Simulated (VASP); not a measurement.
# BN (P6_3/mmc) in VASP: a series of runs, part 2 of 2

VASP 6.6.1. Earlier steps stand in the parts before.

## Step 3: Single point, PBEsol (volume 9.776 Å^3 an atom, c/a of the conventional cell 3.0202)

INCAR reads:

```
SYSTEM = BN
  ALGO = Normal
  EDIFF = 1E-6
  ENCUT = 520
  GGA = PS
  ISIF = 2
  ISMEAR = 0
  LASPH = .TRUE.
  LCHARG = .FALSE.
  LREAL = .FALSE.
  LWAVE = .FALSE.
  NBANDS = 16
  NELM = 80
  PREC = Accurate
  SIGMA = 0.05
```

KPOINTS reads:

```
k-points
0
G
  12 12 4
  0 0 0
```

POSCAR reads:

```
BN
1.0
    2.4634946102      0.0000000000      0.0000000000
   -1.2317473051      2.1334489145      0.0000000000
    0.0000000000      0.0000000000      7.4402464217
B N
2 2
Direct
    0.3333333333      0.6666666667      0.2500000000
    0.6666666667      0.3333333333      0.7500000000
    0.3333333333      0.6666666667      0.7500000000
    0.6666666667      0.3333333333      0.2500000000
```

Potentials or basis: VASP PAW PBE potentials, release 64 (B, N).

Command:

```
cat potpaw_PBE.64/B/POTCAR potpaw_PBE.64/N/POTCAR > POTCAR
mpirun -np 1 vasp_std > vasp.out
```

OUTCAR:

```text
SYSTEM = BN
   EDIFF = 1E-6
   ENCUT = 520
   GGA = PS
   ISIF = 2
   ISMEAR = 0
   LASPH = .TRUE.
   LREAL = .FALSE.
   NELM = 80
   PREC = Accurate

 ion  position               nearest neighbor table
   1  0.333  0.667  0.250-   4 1.42   4 1.42   4 1.42
   2  0.667  0.333  0.750-   3 1.42   3 1.42   3 1.42
   3  0.333  0.667  0.750-   2 1.42   2 1.42   2 1.42
   4  0.667  0.333  0.250-   1 1.42   1 1.42   1 1.42

  LATTYP: Found a hexagonal cell.
 ALAT       =     2.4634946102
 C/A-ratio  =     3.0202000000

  Lattice vectors:

 A1 = (   2.4634946102,   0.0000000000,   0.0000000000)
 A2 = (  -1.2317473051,   2.1334489145,   0.0000000000)
 A3 = (   0.0000000000,   0.0000000000,   7.4402464217)

Analysis of symmetry for initial positions (statically):
=====================================================================
 Subroutine PRICEL returns:
 Original cell was already a primitive cell.

 Routine SETGRP: Setting up the symmetry group for a
 hexagonal supercell.

 Subroutine GETGRP returns: Found 24 space group operations
 (whereof 12 operations were pure point group operations)
 out of a pool of 24 trial point group operations.

The static configuration has the point symmetry D_3d.
 The point group associated with its full space group is D_6h.

Analysis of symmetry for dynamics (positions and initial velocities):
=====================================================================
 Subroutine PRICEL returns:
 Original cell was already a primitive cell.

 Routine SETGRP: Setting up the symmetry group for a
 hexagonal supercell.

 Subroutine GETGRP returns: Found 24 space group operations
 (whereof 12 operations were pure point group operations)
 out of a pool of 24 trial point group operations.

The dynamic configuration has the point symmetry D_3d.
 The point group associated with its full space group is D_6h.

 Subroutine INISYM returns: Found 24 space group operations
[... 121 lines left out ...]
     AMIX_MAG =   1.60;   BMIX_MAG =  1.00
  volume/ion in A,a.u.               =       9.78        65.97
  Fermi-wavevector in a.u.,A,eV,Ry     =   1.215368  2.296712 20.097426  1.477119
  Thomas-Fermi vector in A             =   2.350757
   LORBIT       =      0    0 simple, 1 ext, 2 COOP (PROOUT), +10 PAW based schemes
   GGA     = PS    functional components
   LHFCALC =     F    Hartree Fock is set to
   AEXX    =    0.0000 exact exchange contribution
   IVDW    =     0    specifies the selected vdW correction
   LEPSILON=     F    determine dielectric tensor
   LRPA    =     F    only Hartree local field effects (RPA)
 non-spin polarized calculation
 Gauss-broadening in eV      SIGMA  =   0.05
  energy-cutoff  :      520.00
  volume of cell :       39.10
 maximum number of plane-waves:      1072
   NGX =  9   NGY =  9   NGZ = 27

 number of electron      15.9999997 magnetization

 Free energy of the ion-electron system (eV)
  ---------------------------------------------------
  ext. energy  EPLUGINS =         0.00000000
  ---------------------------------------------------
  free energy    TOTEN  =       -36.49635482 eV

  energy without entropy =      -36.49635482  energy(sigma->0) =      -36.49635482

 E-fermi :   1.8290     XC(G=0):  -9.6162

 val. band max:        1.5320943340   @ k =   0.3333   0.3333   0.5000
 cond. band min:       5.9731501750   @ k =   0.5000  -0.0000   0.0000
 fundamental gap:      4.4410558410
 Fermi energy:         1.8289714601

 k-point     1 :       0.0000    0.0000    0.0000
  band No.  band energies     occupation
      1     -16.4431      2.00000
      2     -16.3253      2.00000
      3      -4.5820      2.00000
      4      -3.4034      2.00000
      5       0.2806      2.00000
      6       0.2806      2.00000
[... 433 lines left out ...]
      3      -5.4457      2.00000
      4      -5.4294      2.00000
      5      -2.0885      2.00000
      6      -2.0757      2.00000
[... 8 lines left out ...]
     15      18.1208      0.00000
     16      20.0303      0.00000

 [... further k-points ...]

------------------------ aborting loop because EDIFF is reached ----------------------------------------

  FORCE on cell =-STRESS in cart. coord.  units (eV):
  Direction    XX          YY          ZZ          XY          YZ          ZX
  --------------------------------------------------------------------------------------
  -------------------------------------------------------------------------------------
  Total        4.2731457      4.2731457     -0.1009354     -0.0000000      0.0000000      0.0000000
  in kB      175.0802270    175.0802270     -4.1355450     -0.0000000      0.0000000      0.0000000
  external PRESSURE =     115.3416363 kB  Pullay stress =       0.0000000 kB

 VOLUME and BASIS-vectors are now :
 -----------------------------------------------------------------------------
  energy-cutoff  :      520.00
  volume of cell :       39.10
      direct lattice vectors                 reciprocal lattice vectors
     2.463494610  0.000000000  0.000000000     0.405927415  0.234362303  0.000000000
    -1.231747305  2.133448915  0.000000000     0.000000000  0.468724605  0.000000000
     0.000000000  0.000000000  7.440246422     0.000000000  0.000000000  0.134404151

 POSITION                                       TOTAL-FORCE (eV/Angst)
 -----------------------------------------------------------------------------------
     -0.00000      1.42230      1.86006         0.000000      0.000000      0.000000
      1.23175      0.71115      5.58018        -0.000000     -0.000000      0.000000
     -0.00000      1.42230      5.58018         0.000000      0.000000      0.000000
      1.23175      0.71115      1.86006         0.000000     -0.000000      0.000000
 -----------------------------------------------------------------------------------
    total drift:                               -0.000000      0.000000      0.000000

  FREE ENERGIE OF THE ION-ELECTRON SYSTEM (eV)
  ---------------------------------------------------
  free  energy   TOTEN  =       -36.4963548239 eV

  energy  without entropy=      -36.4963548239  energy(sigma->0) =      -36.49635482
```

OSZICAR:

```text
N       E                     dE             d eps       ncg     rms          rms(c)
DAV:   1     0.539471269896E+02    0.53947E+02   -0.78495E+03  1832   0.908E+02
DAV:   2    -0.367850064687E+02   -0.90732E+02   -0.81631E+02  2488   0.222E+02
DAV:   3    -0.403967458972E+02   -0.36117E+01   -0.35918E+01  2392   0.448E+01
DAV:   4    -0.404236289597E+02   -0.26883E-01   -0.26877E-01  2232   0.425E+00
DAV:   5    -0.404239121683E+02   -0.28321E-03   -0.28320E-03  2448   0.417E-01    0.115E+01
DAV:   6    -0.369832797491E+02    0.34406E+01   -0.52922E+00  2296   0.173E+01    0.532E+00
DAV:   7    -0.365986409009E+02    0.38464E+00   -0.63302E-01  2432   0.558E+00    0.320E+00
DAV:   8    -0.364983418340E+02    0.10030E+00   -0.26161E-01  2408   0.339E+00    0.480E-01
DAV:   9    -0.364947051240E+02    0.36367E-02   -0.16357E-02  2080   0.993E-01    0.197E-01
DAV:  10    -0.364961360550E+02   -0.14309E-02   -0.13849E-03  2016   0.278E-01    0.331E-02
DAV:  11    -0.364963326565E+02   -0.19660E-03   -0.13026E-04  2224   0.788E-02    0.267E-02
DAV:  12    -0.364963545749E+02   -0.21918E-04   -0.39836E-05  2016   0.387E-02    0.235E-03
DAV:  13    -0.364963548239E+02   -0.24896E-06   -0.80451E-07  2056   0.733E-03
   1 F= -.36496355E+02 E0= -.36496355E+02  d E =-.119427E-18
```

stdout:

```text
POSCAR found type information on POSCAR B N
 POSCAR found :  2 types and       4 ions
 scaLAPACK will be used
 -----------------------------------------------------------------------------
|                                                                             |
|                                                                             |
|     You enforced a specific xc type in the INCAR file but a different       |
|     I HOPE YOU KNOW WHAT YOU ARE DOING!                                     |
|                                                                             |
 -----------------------------------------------------------------------------

 LDA part: xc-table for (Slater+PW92), standard interpolation
 POSCAR, INCAR and KPOINTS ok, starting setup
 FFT: planning ... GRIDC
 FFT: planning ... GRID_SOFT
 FFT: planning ... GRID
 WAVECAR not read
 entering main loop
```

Wall time 42 s (1 thread of Intel Xeon 8259CL, shared host); peak memory 0.16 GiB.

Results:

| Item | Value |
| --- | --- |
| Free energy | -36.4964 eV |
| Pressure | 11.5 GPa |
| Band gap on the k mesh | 4.44 eV, indirect (least direct gap 4.73 eV) |

Stress tensor (GPa, compression positive):
```
17.51  0.00  0.00
 0.00 17.51  0.00
 0.00  0.00 -0.41
```

Caveat: the PAW data sets were made with another functional, which shifts forces and pressure a little; this functional lacks dispersion, which binds the layers, so the pressure and a relaxed spacing across them are unreliable. A k mesh can miss the band edges.

## Step 4: Single point, PBEsol (volume 9.776 Å^3 an atom, c/a of the conventional cell 2.7425)

INCAR reads:

```
  PREC = Accurate
  ENCUT = 520
  EDIFF = 1E-6
  ISMEAR = 0
  SIGMA = 0.05
  LREAL = F
  LASPH = T
  NELM = 60
  ALGO = Normal
  ISIF = 2
  LWAVE = F
  LCHARG = F
  GGA = PS
  NBANDS = 16
```

KPOINTS reads:

```
regular mesh
0
Gamma
  12 12 4
```

POSCAR reads:

```
BN
1.0
    2.5439855418      0.0000000000      0.0000000000
   -1.2719927709      2.2031561060      0.0000000000
    0.0000000000      0.0000000000      6.9768803484
B N
2 2
Direct
    0.3333333333      0.6666666667      0.2500000000
    0.6666666667      0.3333333333      0.7500000000
    0.3333333333      0.6666666667      0.7500000000
    0.6666666667      0.3333333333      0.2500000000
```

Command:

```
cat potpaw_PBE.64/B/POTCAR potpaw_PBE.64/N/POTCAR > POTCAR
mpirun -np 1 vasp_std > vasp.out
```

Wall time 45 s (1 thread of Intel Xeon 8259CL, shared host); peak memory 0.17 GiB.

The run converged. Its results:

```
Free energy            : -36.5168 eV
Pressure               : -9.8 GPa
Band gap on the k mesh : 4.17 eV, indirect (least direct gap 4.48 eV)
```

Stress tensor (GPa, compression positive):
```
-14.65   0.00   0.00
  0.00 -14.65   0.00
  0.00   0.00  -0.08
```

Levels at points of the mesh, in eV from the valence-band top:
```
           k point  band 5  band 6  band 7  band 8  band 9  band 10  band 11  band 12
(0.00, 0.00, 0.00)   -1.36   -1.36   -1.34   -1.34    4.79     9.47    11.13    11.13
(0.50, 0.00, 0.00)   -4.06   -4.02   -1.29   -0.49    4.17     5.29     8.99     9.41
(0.00, 0.00, 0.50)   -1.35   -1.35   -1.35   -1.35    6.88     6.88    11.17    11.17
(0.50, 0.00, 0.50)   -4.04   -4.04   -0.88   -0.88    4.57     4.57     9.34     9.34
```

Caveat: the PAW data sets were made with another functional, which shifts forces and pressure a little; this functional lacks dispersion, which binds the layers, so the pressure and a relaxed spacing across them are unreliable.

## Step 5: Summary

| cell | gap on the mesh (eV) | pressure (GPa) |
| --- | --- | --- |
| a = 2.503, b = 2.503, c = 7.205 Å, angles 90.0, 90.0, 120.0°, 4 atoms | 4.30 | 0.4 |
| a = 2.463, b = 2.463, c = 7.440 Å, angles 90.0, 90.0, 120.0°, 4 atoms | 4.44 | 11.5 |
| a = 2.544, b = 2.544, c = 6.977 Å, angles 90.0, 90.0, 120.0°, 4 atoms | 4.17 | -9.8 |

Alike in all rows: task single point; level PBEsol; potentials or basis VASP PAW PBE potentials, release 64 (B, N); no spin polarisation; k mesh 12 × 12 × 4; cutoff (eV) 520; smearing gaussian 0.05 eV.

Caveats: the PAW data sets were made with another functional, which shifts forces and pressure a little; this functional lacks dispersion, which binds the layers, so the pressure and a relaxed spacing across them are unreliable.

Absolute energies hang on the potentials; compare differences alone.
